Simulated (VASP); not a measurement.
Input of a VASP 6.6.1 run:

Contents of INCAR:

```
  ALGO = Normal
  EDIFF = 1E-6
  EDIFFG = -0.03
  ENCUT = 520
  GGA = PS
  IBRION = 2
  ISIF = 2
  ISMEAR = 0
  LASPH = True
  LCHARG = False
  LREAL = Auto
  LWAVE = False
  NELM = 100
  NSW = 80
  PREC = Accurate
  SIGMA = 0.05
```

KPOINTS

```
k-points
0
Gamma
  2 2 2
```

POSCAR

```
TiSi16
1.0
    0.0000000000      5.4300000000      5.4300000000
    5.4300000000      0.0000000000      5.4300000000
    5.4300000000      5.4300000000      0.0000000000
Si Ti
16 1
Direct
    0.0000000000      0.0000000000      0.0000000000
    0.1250000000      0.1250000000      0.1250000000
    0.0000000000      0.0000000000      0.5000000000
    0.1250000000      0.1250000000      0.6250000000
    0.0000000000      0.5000000000      0.0000000000
    0.1250000000      0.6250000000      0.1250000000
    0.0000000000      0.5000000000      0.5000000000
    0.1250000000      0.6250000000      0.6250000000
    0.5000000000      0.0000000000      0.0000000000
    0.6250000000      0.1250000000      0.1250000000
    0.5000000000      0.0000000000      0.5000000000
    0.6250000000      0.1250000000      0.6250000000
    0.5000000000      0.5000000000      0.0000000000
    0.6250000000      0.6250000000      0.1250000000
    0.5000000000      0.5000000000      0.5000000000
    0.6250000000      0.6250000000      0.6250000000
    0.8788129000      0.3745975000      0.8716656000
```

Potentials or basis: VASP PAW PBE potentials, release 64 (Si, Ti_sv).

Run with:

```bash
$ cat potpaw_PBE.64/Si/POTCAR potpaw_PBE.64/Ti_sv/POTCAR > POTCAR
$ mpirun -np 1 vasp_std > vasp.out
```

**Question.** Estimate the energy gained by relaxing.

**Answer.** 20.8 meV/atom.

**Question.** Predict the band gap on the k mesh.

**Answer.** Zero (bands 38 and 39 overlap by 0.41 eV).

Forces on the atoms (eV/Å):
```
Si   0.000 -0.001  0.003
Si  -0.001  0.006  0.000
Si  -0.003  0.006  0.003
Si  -0.004 -0.002  0.002
Si  -0.003 -0.001  0.001
Si   0.005  0.001 -0.005
Si  -0.001  0.002  0.001
Si  -0.003 -0.002  0.004
Si   0.004  0.001 -0.004
Si  -0.003  0.003 -0.008
Si   0.000 -0.004 -0.006
Si   0.000  0.000  0.000
Si   0.002 -0.003 -0.002
Si   0.008  0.003  0.003
Si   0.006 -0.003  0.000
Si  -0.005 -0.007  0.005
Ti  -0.002  0.001  0.002
```

Caveat: the k points lie up to 0.50 Å⁻¹ apart; the PAW data sets were made with another functional, which shifts forces and pressure a little.
